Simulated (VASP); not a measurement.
# VO2 (P4_2/mnm) in VASP: further runs

VO2 is run at these levels: PBE; tasks: relaxation of shape and atoms at fixed volume.

Everything below comes from runs of VASP 6.6.1. Logs are shortened: lines on timing, memory, paths and dates and some standing lists are left out, and cuts for length are marked.

## Step 1: The cell of the first run

Symmetry: P4_2/mnm, No. 136, tetragonal system. The conventional cell has a = 4.387 Å, b = 4.387 Å, c = 2.727 Å, α = 90.00°, β = 90.00°, γ = 90.00°. V (site symmetry mmm) has 6 O at 1.84 to 1.86 Å within 2.4 Å. O (site symmetry m2m) has 3 V at 1.84 to 1.86 Å within 2.4 Å.

## Step 2: Relaxation of shape and atoms at fixed volume, PBE, collinear spin, ferromagnetic start (volume scaled by 0.88)

INCAR

```
PREC = Accurate
ENCUT = 600
EDIFF = 1E-7
ISMEAR = 0
SIGMA = 0.1
LREAL = False
LASPH = True
NELM = 200
ALGO = Normal
ISIF = 4
LWAVE = False
LCHARG = False
ISPIN = 2
MAGMOM = 0.92 0.92 0 0 0 0
LORBIT = 11
LMAXMIX = 4
GGA = PE
IBRION = 2
NSW = 50
EDIFFG = -0.01
GGA_COMPAT = False
NELMIN = 4
KPAR = 4
```

KPOINTS

```
regular mesh
0
Gamma
  8 8 12
```

POSCAR

```
VO2
1.0
    4.3868570481      0.0000000000      0.0000000000
    0.0000000000      4.3868570481      0.0000000000
    0.0000000000      0.0000000000      2.7267643471
V O
2 4
Direct
    0.0000000000      0.0000000000      0.0000000000
    0.5000000000      0.5000000000      0.5000000000
    0.2966700280      0.2966700280      0.0000000000
    0.2033299720      0.7966700280      0.5000000000
    0.7033299720      0.7033299720      0.0000000000
    0.7966700280      0.2033299720      0.5000000000
```

Potentials or basis: VASP PAW PBE potentials, release 64 (V_sv, O).

On the command line:

```
$ cat potpaw_PBE.64/V_sv/POTCAR potpaw_PBE.64/O/POTCAR > POTCAR
$ mpirun -np 4 vasp_std > vasp.out
```

OUTCAR:

```text
PREC = Accurate
   ENCUT = 600
   EDIFF = 1E-7
   ISMEAR = 0
   LREAL = False
   LASPH = True
   NELM = 200
   ISIF = 4
   ISPIN = 2
   LORBIT = 11
   GGA = PE
   IBRION = 2
   NSW = 50
   EDIFFG = -0.01
   NELMIN = 4

 ion  position               nearest neighbor table
   1  0.000  0.000  0.000-   3 1.84   5 1.84   4 1.86   6 1.86   4 1.86   6 1.86
   2  0.500  0.500  0.500-   4 1.84   6 1.84   5 1.86   3 1.86   3 1.86   5 1.86
   3  0.297  0.297  0.000-   1 1.84   2 1.86   2 1.86
   4  0.203  0.797  0.500-   2 1.84   1 1.86   1 1.86
   5  0.703  0.703  0.000-   1 1.84   2 1.86   2 1.86
   6  0.797  0.203  0.500-   2 1.84   1 1.86   1 1.86

  LATTYP: Found a simple tetragonal cell.
 ALAT       =     4.3868570481
 C/A-ratio  =     0.6215758383

  Lattice vectors:

 A1 = (   4.3868570481,   0.0000000000,   0.0000000000)
 A2 = (   0.0000000000,   4.3868570481,   0.0000000000)
 A3 = (   0.0000000000,   0.0000000000,   2.7267643471)

Analysis of symmetry for initial positions (statically):
=====================================================================
 Subroutine PRICEL returns:
 Original cell was already a primitive cell.

 Routine SETGRP: Setting up the symmetry group for a
 simple tetragonal supercell.

 Subroutine GETGRP returns: Found 16 space group operations
 (whereof  8 operations were pure point group operations)
 out of a pool of 16 trial point group operations.

The static configuration has the point symmetry D_2h.
 The point group associated with its full space group is D_4h.

Analysis of symmetry for dynamics (positions and initial velocities):
=====================================================================
 Subroutine PRICEL returns:
 Original cell was already a primitive cell.

 Routine SETGRP: Setting up the symmetry group for a
 simple tetragonal supercell.

 Subroutine GETGRP returns: Found 16 space group operations
 (whereof  8 operations were pure point group operations)
 out of a pool of 16 trial point group operations.

The dynamic configuration has the point symmetry D_2h.
 The point group associated with its full space group is D_4h.

Analysis of structural, dynamic, and magnetic symmetry:
=====================================================================
 Subroutine PRICEL returns:
 Original cell was already a primitive cell.

 Routine SETGRP: Setting up the symmetry group for a
 simple tetragonal supercell.

 Subroutine GETGRP returns: Found 16 space group operations
 (whereof  8 operations were pure point group operations)
 out of a pool of 16 trial point group operations.

The overall configuration has the point symmetry D_2h.
 The point group associated with its full space group is D_4h.

 Subroutine INISYM returns: Found 16 space group operations
 (whereof  8 operations are pure point group operations),
 and found     1 'primitive' translations

----------------------------------------------------------------------------------------

                                     Primitive cell

  volume of cell :      52.4753

  direct lattice vectors                    reciprocal lattice vectors
     4.386857048  0.000000000  0.000000000     0.227953633  0.000000000  0.000000000
     0.000000000  4.386857048  0.000000000     0.000000000  0.227953633  0.000000000
     0.000000000  0.000000000  2.726764347     0.000000000  0.000000000  0.366735028

  length of vectors
     4.386857048  4.386857048  2.726764347     0.227953633  0.227953633  0.366735028

  position of ions in fractional coordinates (direct lattice)
     0.000000000  0.000000000  0.000000000
     0.500000000  0.500000000  0.500000000
     0.296670028  0.296670028  0.000000000
     0.203329972  0.796670028  0.500000000
     0.703329972  0.703329972  0.000000000
     0.796670028  0.203329972  0.500000000

  ion indices of the primitive-cell ions
   primitive index   ion index
                 1           1
                 2           2
                 3           3
                 4           4
                 5           5
                 6           6

----------------------------------------------------------------------------------------

 KPOINTS: regular mesh

Automatic generation of k-mesh.
 Grid dimensions read from file:
 generate k-points for:    8    8   12

 Generating k-lattice:

  Cartesian coordinates                     Fractional coordinates (reciprocal lattice)
     0.028494204  0.000000000  0.000000000     0.125000000  0.000000000  0.000000000
     0.000000000  0.028494204  0.000000000     0.000000000  0.125000000  0.000000000
     0.000000000  0.000000000  0.030561252     0.000000000  0.000000000  0.083333333

  Length of vectors
     0.028494204  0.028494204  0.030561252

  Shift w.r.t. Gamma in fractional coordinates (k-lattice)
     0.000000000  0.000000000  0.000000000

 Subroutine IBZKPT returns following result:
 ===========================================

 Found    105 irreducible k-points:

 Following reciprocal coordinates:
            Coordinates               Weight
  0.000000  0.000000  0.000000      1.000000
  0.125000  0.000000  0.000000      4.000000
  0.250000  0.000000  0.000000      4.000000
  0.375000  0.000000  0.000000      4.000000
  0.500000  0.000000  0.000000      2.000000
  0.125000  0.125000  0.000000      4.000000
[... 16 lines left out ...]
  0.375000  0.125000  0.083333     16.000000
  0.500000  0.125000  0.083333      8.000000
 [... further k-points ...]
   k-points           NKPTS =    105   k-points in BZ     NKDIM =    105   number of bands    NBANDS=     31
   number of dos      NEDOS =    301   number of ions     NIONS =      6
   total plane-waves  NPLWV =  31104
   dimension x,y,z NGX =    36 NGY =   36 NGZ =   24
   dimension x,y,z NGXF=    72 NGYF=   72 NGZF=   48
   ions per type =               2   4
   NGX,Y,Z   is equivalent  to a cutoff of  13.64, 13.64, 14.63 a.u.
   NGXF,Y,Z  is equivalent  to a cutoff of  27.29, 27.29, 29.26 a.u.
 SYSTEM =  unknown system
   PREC   = accura    normal or accurate (medium, high low for compatibility)
   ISTART =      0    job   : 0-new  1-cont  2-samecut
   ICHARG =      2    charge: 1-file 2-atom 10-const
   ISPIN  =      2    spin polarized calculation?
   LNONCOLLINEAR =      F non collinear calculations
   LSORBIT =      F    spin-orbit coupling
   LASPH  =      T    aspherical Exc in radial PAW
   ENCUT  =  600.0 eV  44.10 Ry    6.64 a.u.   8.76  8.76  5.45*2*pi/ulx,y,z
   NELM   =    200;   NELMIN=  4; NELMDL= -5     # of ELM steps
   EDIFF  = 0.1E-06   stopping-criterion for ELM
   LREAL  =      F    real-space projection
   EDIFFG = -.1E-01   stopping-criterion for IOM
   NSW    =     50    number of steps for IOM
   IBRION =      2    ionic relax: 0-MD 1-quasi-New 2-CG
   NFREE  =      1    steps in history (QN), initial steepest desc. (CG)
   ISIF   =      4    stress and relaxation
   ISYM   =      2    0-nonsym 1-usesym 2-fastsym
   POTIM  = 0.5000    time-step for ionic-motion
   TEBEG  =    0.0;   TEEND  =   0.0 temperature during run
   PSTRESS=    0.0 pullay stress
   NELECT =      50.0000    total number of electrons
   NUPDOWN=      -1.0000    fix difference up-down
   EMIN   =  10.00;   EMAX   =-10.00  energy-range for DOS
   EFERMI =   0.00;   METHOD = LEGACY
   ISMEAR =     0;   SIGMA  =   0.10  broadening in eV -4-tet -1-fermi 0-gaus
   EFERMI_NEDOS =   21; number of points for ismear=-14 and -15
   IALGO  =     38    algorithm
   IMIX   =      4    mixing-type and parameters
     AMIX     =   0.40;   BMIX     =  1.00
     AMIX_MAG =   1.60;   BMIX_MAG =  1.00
  volume/ion in A,a.u.               =       8.75        59.02
  Fermi-wavevector in a.u.,A,eV,Ry     =   1.610942  3.044239 35.308955  2.595135
  Thomas-Fermi vector in A             =   2.706412
   LORBIT       =     11    0 simple, 1 ext, 2 COOP (PROOUT), +10 PAW based schemes
   GGA     = PE    functional components
   LHFCALC =     F    Hartree Fock is set to
   AEXX    =    0.0000 exact exchange contribution
   IVDW    =     0    specifies the selected vdW correction
   LEPSILON=     F    determine dielectric tensor
   LRPA    =     F    only Hartree local field effects (RPA)
 conjugate gradient relaxation of ions
 spin polarized calculation
 Gauss-broadening in eV      SIGMA  =   0.10
  energy-cutoff  :      600.00
  volume of cell :       52.48
 maximum number of plane-waves:      1795
 NGX is ok and might be reduce to    36
   NGX = 17   NGY = 17   NGZ = 11

--------------------------------------- Ionic step        1  -------------------------------------------

 number of electron      50.0000010 magnetization       1.9129690

 Free energy of the ion-electron system (eV)
  ---------------------------------------------------
  ext. energy  EPLUGINS =         0.00000000
  ---------------------------------------------------
  free energy    TOTEN  =       -51.13424817 eV

  energy without entropy =      -51.12052930  energy(sigma->0) =      -51.12738874

------------------------ aborting loop because EDIFF is reached ----------------------------------------

  FORCE on cell =-STRESS in cart. coord.  units (eV):
  Direction    XX          YY          ZZ          XY          YZ          ZX
  --------------------------------------------------------------------------------------
  -------------------------------------------------------------------------------------
  Total       13.1991908     13.1991908     13.4835876     -0.0000000      0.0000000      0.0000000
  in kB      402.9983944    402.9983944    411.6816148     -0.0000000      0.0000000      0.0000000
  external PRESSURE =     405.8928012 kB  Pullay stress =       0.0000000 kB
[... 145 lines left out ...]
  energy  without entropy=      -51.1229553919  energy(sigma->0) =      -51.12969634

--------------------------------------- Ionic step        5  -------------------------------------------

 number of electron      50.0000007 magnetization       1.8991567

 Free energy of the ion-electron system (eV)
  ---------------------------------------------------
  ext. energy  EPLUGINS =         0.00000000
  ---------------------------------------------------
  free energy    TOTEN  =       -51.13648356 eV

  energy without entropy =      -51.12292595  energy(sigma->0) =      -51.12970476

 E-fermi :   7.9801     XC(G=0): -12.4504

 val. band max:        7.9796679201   @ k =   0.5000   0.3750   0.1667
 cond. band min:       7.9977724414   @ k =   0.2500   0.1250   0.0000
 fundamental gap:      0.0181045213
 Fermi energy:         7.9800631017

 spin component 1

 k-point     1 :       0.0000    0.0000    0.0000
  band No.  band energies     occupation
      1     -58.0936      1.00000
      2     -58.0759      1.00000
      3     -32.0433      1.00000
      4     -32.0433      1.00000
      5     -31.8806      1.00000
      6     -31.8806      1.00000
[... 805 lines left out ...]
     30       9.2057      0.00000
     31      11.9055      0.00000

 [... further k-points ...]

 spin component 2

 k-point     1 :       0.0000    0.0000    0.0000
  band No.  band energies     occupation
      1     -57.0991      1.00000
      2     -57.0804      1.00000
      3     -31.0768      1.00000
      4     -31.0768      1.00000
      5     -30.8948      1.00000
      6     -30.8948      1.00000
[... 840 lines left out ...]
  FREE ENERGIE OF THE ION-ELECTRON SYSTEM (eV)
  ---------------------------------------------------
  free  energy   TOTEN  =       -51.1364835631 eV

  energy  without entropy=      -51.1229259495  energy(sigma->0) =      -51.12970476

 reached required accuracy - stopping structural energy minimisation

 total charge

# of ion       s       p       d       tot
------------------------------------------
    1        2.329   6.436   3.099  11.864
    2        2.329   6.436   3.099  11.864
    3        1.577   3.548   0.000   5.125
    4        1.577   3.548   0.000   5.125
    5        1.577   3.548   0.000   5.125
    6        1.577   3.548   0.000   5.125
--------------------------------------------------
tot         10.968  27.061   6.198  44.227

 magnetization (x)

# of ion       s       p       d       tot
------------------------------------------
    1        0.013   0.014   0.930   0.957
    2        0.013   0.014   0.930   0.957
    3       -0.002  -0.028   0.000  -0.030
    4       -0.002  -0.028   0.000  -0.030
    5       -0.002  -0.028   0.000  -0.030
    6       -0.002  -0.028   0.000  -0.030
--------------------------------------------------
tot          0.019  -0.085   1.860   1.794
```

It took 2.2 min on 4 MPI ranks of Intel Xeon 6975P-C (Granite Rapids), shared host; peak memory 0.41 GiB.

What came out:

- Free energy: -51.1365 eV
- Energy gained by relaxing: 0.4 meV/atom
- Ionic steps: 5
- Pressure after relaxing: 40.2 GPa
- Net moment: 1.90 μB per cell
- Site moments: V +0.96; O -0.03 μB
- Valence electrons inside the program's atomic spheres: V 11.86; O 5.12

Step by step:
```tsv
step	energy change (eV)	largest force (eV/Å)	pressure (GPa)	volume (Å³)
1	0.0000	0.1772	40.59	52.48
2	-0.0013	0.0916	40.14	52.48
3	-0.0020	0.0089	40.29	52.48
4	-0.0022	0.0041	40.26	52.48
5	-0.0022	0.0000	40.25	52.48
```

Final structure:
```cif
data_structure
_symmetry_space_group_name_H-M 'P 1'
_symmetry_Int_Tables_number 1
_cell_length_a 4.3887
_cell_length_b 4.3887
_cell_length_c 2.7245
_cell_angle_alpha 90.000
_cell_angle_beta 90.000
_cell_angle_gamma 90.000
_cell_volume 52.48
loop_
_atom_site_label
_atom_site_type_symbol
_atom_site_fract_x
_atom_site_fract_y
_atom_site_fract_z
_atom_site_occupancy
V1 V 0.00000 0.00000 0.00000 1
V2 V 0.50000 0.50000 0.50000 1
O1 O 0.29560 0.29560 0.00000 1
O2 O 0.20440 0.79560 0.50000 1
O3 O 0.70440 0.70440 0.00000 1
O4 O 0.79560 0.20440 0.50000 1
```

Caveat: the cell differs from its parent crystal (volume scaled by 0.88); semilocal functionals often make such compounds metallic where correlation or magnetic order opens a gap, which also shifts bond lengths.

## Step 3: Relaxation of shape and atoms at fixed volume, PBE, collinear spin, ferromagnetic start (volume scaled by 0.91)

INCAR

```
ALGO = Normal ; EDIFF = 1E-7
EDIFFG = -0.01 ; ENCUT = 600
GGA = PE ; GGA_COMPAT = False
IBRION = 2 ; ISIF = 4
ISMEAR = 0 ; ISPIN = 2
KPAR = 4 ; LASPH = True
LCHARG = False ; LMAXMIX = 4
LORBIT = 11 ; LREAL = False
LWAVE = False ; MAGMOM = 0.92 0.92 0 0 0 0
NELM = 200 ; NELMIN = 4
NSW = 50 ; PREC = Accurate
SIGMA = 0.1
```

KPOINTS

```
k-points
0
Gamma
  8 8 12
```

POSCAR

```
VO2
1.0
    4.4363506025      0.0000000000      0.0000000000
    0.0000000000      4.4363506025      0.0000000000
    0.0000000000      0.0000000000      2.7571574674
V O
2 4
Direct
    0.0000000000      0.0000000000      0.0000000000
    0.5000000000      0.5000000000      0.5000000000
    0.2976343010      0.2976343010      0.0000000000
    0.2023656990      0.7976343010      0.5000000000
    0.7023656990      0.7023656990      0.0000000000
    0.7976343010      0.2023656990      0.5000000000
```

Potentials or basis: VASP PAW PBE potentials, release 64 (V_sv, O).

On the command line:

```
$ cat potpaw_PBE.64/V_sv/POTCAR potpaw_PBE.64/O/POTCAR > POTCAR
$ mpirun -np 4 vasp_std > vasp.out
```

It took 1.8 min on 4 MPI ranks of Intel Xeon Platinum 8559C (Emerald Rapids), shared host; peak memory 0.41 GiB.

The run converged. Its results:

* Free energy: -51.5208 eV
* Energy gained by relaxing: 0.4 meV/atom
* Ionic steps: 4
* Pressure after relaxing: 27.8 GPa
* Largest force after relaxing: 0.004 eV/Å
* Band gap on the k mesh: zero (filled and empty bands overlap)
* Net moment: 1.97 μB per cell
* Site moments: V +1.00; O -0.04 μB
* Valence electrons inside the program's atomic spheres: V 11.76; O 5.10

Forces on the atoms (eV/Å):
```
V    0.000  0.000  0.000
V    0.000  0.000  0.000
O   -0.003 -0.003  0.000
O    0.003 -0.003  0.000
O    0.003  0.003  0.000
O   -0.003  0.003  0.000
```

Stress tensor (GPa, compression positive):
```
27.82  0.00  0.00
 0.00 27.82  0.00
 0.00  0.00 27.65
```

Step by step:
```
step  energy change (eV)  largest force (eV/Å)  pressure (GPa)  volume (Å³)
   1              0.0000                0.1784           28.10        54.26
   2             -0.0020                0.0632           27.64        54.26
   3             -0.0025                0.0091           27.76        54.26
   4             -0.0025                0.0037           27.76        54.26
```

Final structure:
```xyz
6
Lattice="4.4343 0.0000 0.0000 0.0000 4.4343 0.0000 0.0000 0.0000 2.7597" Properties=species:S:1:pos:R:3 pbc="T T T"
V     4.4343    0.0000    2.7597
V     2.2172    2.2172    1.3798
O     1.3152    1.3152    0.0000
O     0.9020    3.5323    1.3798
O     3.1191    3.1191    2.7597
O     3.5323    0.9020    1.3798
```

Levels at points of the mesh, in eV from the Fermi level:
Spin up:
```tsv
k point	band 23	band 24	band 25	band 26	band 27	band 28	band 29	band 30
(0.00, 0.00, 0.00)	-2.19	-1.62	-1.17	-0.97	-0.38	-0.33	-0.33	2.20
(0.50, 0.00, 0.00)	-2.46	-2.46	-0.39	-0.39	0.46	0.46	1.10	1.10
(0.50, 0.50, 0.00)	-2.99	-2.99	-1.16	-1.16	-0.30	-0.30	1.57	1.57
(0.00, 0.00, 0.50)	-3.41	-3.41	0.55	0.55	0.74	0.74	1.13	1.13
(0.50, 0.00, 0.50)	-2.86	-2.86	-0.94	-0.94	0.72	0.72	1.48	1.48
(0.50, 0.50, 0.50)	-2.41	-2.41	0.16	0.16	0.42	0.42	0.73	0.73
```
Spin down:
```tsv
k point	band 22	band 23	band 24	band 25	band 26	band 27
(0.00, 0.00, 0.00)	-2.24	-2.24	-1.63	0.00	0.02	0.65
(0.50, 0.00, 0.00)	-3.45	-2.50	-2.50	0.68	0.68	1.58
(0.50, 0.50, 0.00)	-3.13	-3.02	-3.02	-0.06	-0.06	0.89
(0.00, 0.00, 0.50)	-4.52	-3.36	-3.36	1.47	1.47	1.90
(0.50, 0.00, 0.50)	-4.00	-2.93	-2.93	0.16	0.16	1.88
(0.50, 0.50, 0.50)	-3.31	-2.42	-2.42	1.06	1.06	1.42
```

Caveat: the cell differs from its parent crystal (volume scaled by 0.91); semilocal functionals often make such compounds metallic where correlation or magnetic order opens a gap, which also shifts bond lengths.
